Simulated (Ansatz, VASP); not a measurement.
**One calculation of Al3GaN4, two programs**

```xyz
8
Lattice="4.0544 0.0000 0.0000 0.0000 4.0544 0.0000 0.0000 0.0000 4.2307" Properties=species:S:1:pos:R:3 pbc="T T T"
Al    2.0272    2.0272    0.0000
Al    2.0272    0.0000    2.1154
Al    0.0000    2.0272    2.1154
Ga    0.0000    0.0000    0.0000
N     3.0194    3.0194    1.0801
N     3.0194    1.0351    3.1506
N     1.0351    3.0194    3.1506
N     1.0351    1.0351    1.0801
```

Change from the starting cell: strain -0.080 along x and y, -0.040 along z, atoms carried along.

Alike in both runs: task single point; functional PBEsol; k mesh 6 × 6 × 6; occupations gaussian, width 0.05 eV; no spin polarisation.

|  | VASP | Ansatz |
| --- | --- | --- |
| version | VASP 6.6.1 | Ansatz 0.2.0 |
| potentials or method | VASP PAW PBE potentials, release 64 (Al, Ga_d, N), cutoff 520 eV | scalar-relativistic, plane waves, PAW |
| valence electrons in the cell | 42 | 42 |

Ansatz gave:

- gap on the k mesh at the Fermi level (eV): 3.26
- least direct gap on the mesh (eV): 3.32
- pressure (GPa): 61.5
- traceless stress, the component that is largest in VASP (GPa): -3.09
- rms of the force components (eV/Å): 0.065

Q: Estimate VASP's values.

A: gap on the k mesh at the Fermi level (eV): 3.26; least direct gap on the mesh (eV): 3.31; pressure (GPa): 62.0; traceless stress, the component that is largest in VASP (GPa): -3.08; rms of the force components (eV/Å): 0.046.

VASP's potentials were made for PBE, not for PBEsol. Atom by atom the forces differ by 0.022 eV/Å (rms over components). Both programs put the cell under a high pressure, so it lies far from rest at this level.

Noted on VASP's run: the cell as given lies far from equilibrium.
